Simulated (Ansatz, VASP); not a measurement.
BaTiO3 in VASP and in Ansatz

File INCAR:

```
ALGO = Normal
EDIFF = 1E-7
ENCUT = 520
GGA = CA
ISIF = 2
ISMEAR = -1
LASPH = T
LCHARG = F
LREAL = F
LWAVE = F
NBANDS = 28
NELM = 80
PREC = Accurate
SIGMA = 0.05
```

File KPOINTS:

```
k-points
0
Gamma
  8 8 8
```

The input POSCAR:

```
BaTiO3
1.0
    4.0600336789      0.0000000000      0.0000000000
    0.0000000000      4.0600336789      0.0000000000
    0.0000000000      0.0000000000      4.0600336789
Ba Ti O
1 1 3
Direct
    0.5000000000      0.5000000000      0.5000000000
    0.0000000000      0.0000000000      0.0000000000
    0.5000000000      0.0000000000      0.0000000000
    0.0000000000      0.5000000000      0.0000000000
    0.0000000000      0.0000000000      0.5000000000
```

Input for Ansatz:

```yaml
crystal:
  lattice:
    - [4.0600336789, 0.0, 0.0]
    - [0.0, 4.0600336789, 0.0]
    - [0.0, 0.0, 4.0600336789]
  atoms:
    - { symbol: Ba, position: [0.5, 0.5, 0.5] }
    - { symbol: Ti, position: [0.0, 0.0, 0.0] }
    - { symbol: O, position: [0.5, 0.0, 0.0] }
    - { symbol: O, position: [0.0, 0.5, 0.0] }
    - { symbol: O, position: [0.0, 0.0, 0.5] }
kpoints:
  mp_grid: { grid: [8, 8, 8] }
  band_path:
    path:
      - [0.0, 0.0, 0.0]
      - [0.0, 0.5, 0.0]
      - [0.5, 0.5, 0.0]
      - [0.0, 0.0, 0.0]
      - [0.5, 0.5, 0.5]
      - [0.0, 0.5, 0.0]
      - [0.5, 0.5, 0.5]
      - [0.5, 0.5, 0.0]
    npoints: 5
scf:
  occupations: { method: fermi_dirac, width: 0.05 }
hamiltonian:
  xc: lda
  pseudopotentials: { kind: all_electron, lapw: { basis_error: 0.001 } }
output:
  forces: true
  stress: true
  eigenvalues: true
```

Change from the starting cell: volume scaled by 1.04.

Alike in both runs: task single point; functional LDA; k mesh 8 × 8 × 8; occupations fermi-dirac, width 0.05 eV; no spin polarisation.

|  | VASP | Ansatz |
| --- | --- | --- |
| version | VASP 6.6.1 | Ansatz 0.2.0 |
| potentials or method | VASP PAW LDA potentials, release 64 (Ba_sv, Ti_sv, O), cutoff 520 eV | all-electron LAPW, scalar-relativistic |

|  | VASP | Ansatz | Ansatz less VASP |
| --- | --- | --- | --- |
| pressure (GPa) | -13.1 | -14.8 | -1.69 |

LDA's correlation is that of Perdew and Zunger in VASP and of Perdew and Wang (1992) in Ansatz. Ansatz ran all-electron here, and VASP with PAW potentials.

Neither program's run includes spin-orbit coupling.
